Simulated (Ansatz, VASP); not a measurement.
**Hf: VASP beside Ansatz**

INCAR

```
SYSTEM = Hf
  ALGO = Normal
  EDIFF = 1E-8
  ENCUT = 400
  GGA = PE
  GGA_COMPAT = .FALSE.
  ISIF = 2
  ISMEAR = -1
  LASPH = .TRUE.
  LCHARG = .FALSE.
  LEFG = .TRUE.
  LREAL = .FALSE.
  LWAVE = .FALSE.
  NBANDS = 11
  NELM = 120
  PREC = Accurate
  SIGMA = 0.03
```

The input KPOINTS:

```
k-points
0
G
  13 13 13
  0 0 0
```

Contents of POSCAR:

```
Hf
1.0
    0.0000000000      2.2273754695      2.2273754695
    2.2273754695      0.0000000000      2.2273754695
    2.2273754695      2.2273754695      0.0000000000
Hf
1
Direct
    0.0000000000      0.0000000000      0.0000000000
```

Input for Ansatz:

```yaml
crystal:
  lattice:
    - [0.0, 2.2273754695, 2.2273754695]
    - [2.2273754695, 0.0, 2.2273754695]
    - [2.2273754695, 2.2273754695, 0.0]
  atoms:
    - { symbol: Hf, position: [0.0, 0.0, 0.0] }
kpoints:
  mp_grid: { grid: [13, 13, 13] }
scf:
  occupations: { method: fermi_dirac, width: 0.03 }
hamiltonian:
  xc: pbe
  pseudopotentials: { kind: all_electron, datasets: crystal }
output:
  forces: true
  stress: true
  eigenvalues: true
  efg: { contact_densities: true }
```

Change from the starting cell: volume scaled by 1.01, crystal datasets.

Alike in both runs: task electric field gradients; functional PBE; k mesh 13 × 13 × 13; occupations fermi-dirac, width 0.03 eV; no spin polarisation.

```csv
,VASP,Ansatz
version,VASP 6.6.1,Ansatz 0.2.0
potentials or method,"VASP PAW PBE potentials, release 64 (Hf_pv), cutoff 400 eV","all-electron PAW with datasets made for the crystal, scalar-relativistic"
```

|  | VASP | Ansatz | Ansatz less VASP |
| --- | --- | --- | --- |
| pressure (GPa) | 1.6 | 2.1 | +0.52 |

Ansatz ran all-electron here, and VASP with PAW potentials.

Spin-orbit coupling is off throughout.
